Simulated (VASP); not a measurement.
Input of a VASP 6.6.1 run:

INCAR

```
PREC = Accurate
ENCUT = 520
EDIFF = 1E-6
ISMEAR = -1
SIGMA = 0.02
LREAL = Auto
LASPH = True
NELM = 60
ALGO = Normal
ISIF = 2
LWAVE = False
LCHARG = False
GGA = PE
NELECT = 188.0
NBANDS = 118
```

KPOINTS

```
regular mesh
0
Gamma
  2 2 2
```

Contents of POSCAR:

```
Al16O22F
1.0
   -4.7540000000     -2.7447230000      4.3300000000
    4.7540000000     -2.7447230000      4.3300000000
    0.0000000000      5.4894460000      4.3300000000
Al O F
16 22 1
Direct
    0.3479883261      0.3531631262      0.3550249911
    0.1475495845      0.1485554743      0.1520806226
    0.6441705448      0.6724296949      0.6382496448
    0.8822911852      0.8704222328      0.8476685682
    0.8495471117      0.8585151386      0.3464010291
    0.6466804581      0.6553594653      0.1373464507
    0.1397418655      0.1342769938      0.6571841431
    0.3443177926      0.3576825381      0.8554472443
    0.8414963223      0.3539245932      0.8478021792
    0.6393378530      0.1432431958      0.6468676810
    0.1511244879      0.6560407689      0.1635562213
    0.3962144617      0.8685350338      0.3819421904
    0.3365265365      0.8515601924      0.8636594605
    0.1147853963      0.6246036546      0.6380139515
    0.6476489768      0.1583980302      0.1419395981
    0.8508073616      0.3555751361      0.3521957932
    0.5881480401      0.4085394999      0.7451267787
    0.7561793993      0.6004793572      0.3962098347
    0.4063363628      0.5987274019      0.2579634870
    0.2379827407      0.3922460979      0.6009399835
    0.5937863676      0.2507533428      0.4022106361
    0.2438293744      0.1000727484      0.4052817108
    0.8996619410      0.2583741833      0.5974015201
    0.9012485461      0.1044153530      0.2485631217
    0.7843626184      0.9166646798      0.5990662353
    0.0876801203      0.7496613992      0.4077794967
    0.0957625094      0.4063418110      0.2554832084
    0.2342801073      0.5940150673      0.9233124466
    0.9062671382      0.7550063052      0.0922392587
    0.8883525531      0.5999135543      0.7542597587
    0.7457527350      0.4081879474      0.0936660150
    0.0882007445      0.2529996506      0.9087471800
    0.6085534451      0.9128298439      0.2191765262
    0.7474916695      0.1039876728      0.8994213505
    0.4001274018      0.2539157905      0.0992374081
    0.3964917835      0.0985460535      0.7612485371
    0.2458382201      0.9070168065      0.1025756893
    0.5844091358      0.7531268472      0.8946570885
    0.3477794573      0.6942218216      0.6353098065
```

Potentials or basis: VASP PAW PBE potentials, release 64 (Al, O, F).

Run with:

```sh
$ cat potpaw_PBE.64/Al/POTCAR potpaw_PBE.64/O/POTCAR potpaw_PBE.64/F/POTCAR > POTCAR
$ mpirun -np 1 vasp_std > vasp.out
```

Task: Estimate the largest force.

Result: 0.093 eV/Å.

Forces on the atoms (eV/Å):
```
Al   0.000 -0.012  0.011
Al  -0.009  0.014  0.005
Al  -0.013  0.008  0.022
Al  -0.004 -0.010 -0.007
Al   0.008  0.015  0.018
Al   0.006 -0.010 -0.010
Al   0.005 -0.031  0.008
Al  -0.007  0.003  0.010
Al  -0.002 -0.005  0.010
Al   0.002 -0.002 -0.016
Al  -0.001  0.004  0.018
Al   0.005  0.019  0.007
Al  -0.025 -0.017  0.032
Al   0.011  0.048 -0.078
Al   0.005 -0.001 -0.012
Al   0.005  0.004  0.004
O   -0.006 -0.005  0.001
O    0.011 -0.007 -0.007
O   -0.001  0.001  0.003
O   -0.026  0.026 -0.033
O    0.007  0.007  0.005
O    0.009  0.006 -0.007
O   -0.011 -0.002 -0.002
O   -0.001 -0.002 -0.005
O   -0.003 -0.010  0.009
O   -0.005 -0.010  0.016
O    0.014  0.003  0.002
O    0.005 -0.035 -0.024
O    0.001  0.000 -0.002
O    0.017  0.026  0.027
O    0.007  0.001  0.014
O    0.000 -0.006 -0.002
O   -0.025 -0.005  0.000
O   -0.014  0.010 -0.007
O    0.007 -0.008  0.004
O    0.008  0.000  0.006
O    0.027  0.001 -0.028
O   -0.003  0.011  0.003
F   -0.003 -0.028  0.008
```

Caveat: the k points lie up to 0.45 Å⁻¹ apart; the cell carries a net charge on a neutralising background, which shifts energy and pressure.
